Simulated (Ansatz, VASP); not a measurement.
Given: the input of a run of Ansatz 0.2.0 on Cu3Te.

Contents of input.yaml:

```yaml
crystal:
  lattice:
    - [3.866095271, 0.0, 0.0]
    - [0.0, 3.866095271, 0.0]
    - [0.0, 0.0, 3.866095271]
  atoms:
    - { symbol: Te, position: [0.0, 0.0, 0.0] }
    - { symbol: Cu, position: [0.5, 0.5, 0.0] }
    - { symbol: Cu, position: [0.5, 0.0, 0.5] }
    - { symbol: Cu, position: [0.0, 0.5, 0.5] }
hamiltonian:
  xc: pbe
  pseudopotentials: { kind: paw }
kpoints:
  mp_grid: { grid: [7, 7, 7] }
scf:
  occupations: { method: fermi_dirac, width: 0.05 }
output:
  forces: true
  stress: true
  eigenvalues: true
```

Potentials or basis: Ansatz PAW.

Run with:

```bash
$ ansatz run input.yaml --threads 2 --pin off --max-ram 5120MiB --backend cpu --events-out ev --progress --plain --runs-dir out
```

Task: Set up the same calculation for VASP 6.6.1. Potentials there: VASP PAW PBE potentials, release 64 (Te, Cu).

Result: As run (the cutoff follows the program's own potentials):

File INCAR:

```
PREC     = Accurate       # precision mode
ENCUT    = 520            # plane-wave cutoff, eV
EDIFF    = 1E-6           # SCF threshold, eV
ISMEAR   = -1             # smearing method
SIGMA    = 0.05           # smearing width, eV
LREAL    = False          # projectors in reciprocal space
LASPH    = True           # aspherical terms in the spheres
NELM     = 80             # most SCF steps
ALGO     = Fast           # electronic algorithm
ISIF     = 2              # what is computed and relaxed
LWAVE    = False          # write WAVECAR
LCHARG   = False          # write CHGCAR
GGA      = PE             # functional
NBANDS   = 28             # bands
```

File KPOINTS:

```
regular mesh
0
Gamma
  7 7 7
```

POSCAR

```
Cu3Te
1.0
    3.8660952710      0.0000000000      0.0000000000
    0.0000000000      3.8660952710      0.0000000000
    0.0000000000      0.0000000000      3.8660952710
Te Cu
1 3
Direct
    0.0000000000      0.0000000000      0.0000000000
    0.5000000000      0.5000000000      0.0000000000
    0.5000000000      0.0000000000      0.5000000000
    0.0000000000      0.5000000000      0.5000000000
```

Potentials or basis: VASP PAW PBE potentials, release 64 (Te, Cu).

Launch:

```console
$ cat potpaw_PBE.64/Te/POTCAR potpaw_PBE.64/Cu/POTCAR > POTCAR
$ mpirun -np 1 vasp_std > vasp.out
```

Both were run:

|  | VASP | Ansatz | Ansatz less VASP |
| --- | --- | --- | --- |
| gap on the k mesh at the Fermi level (eV) | none | none | - |
| pressure (GPa) | 8.8 | 8.4 | -0.39 |

A gap of «none» marks a metal or a gap that the smearing closes. The functional is the same, so the differences come from potentials, cutoffs and numerics. VASP's potentials hold 39 valence electrons a cell and Ansatz's 73, so a difference there can come from the potentials and not from the codes.

Neither program's run includes spin-orbit coupling.
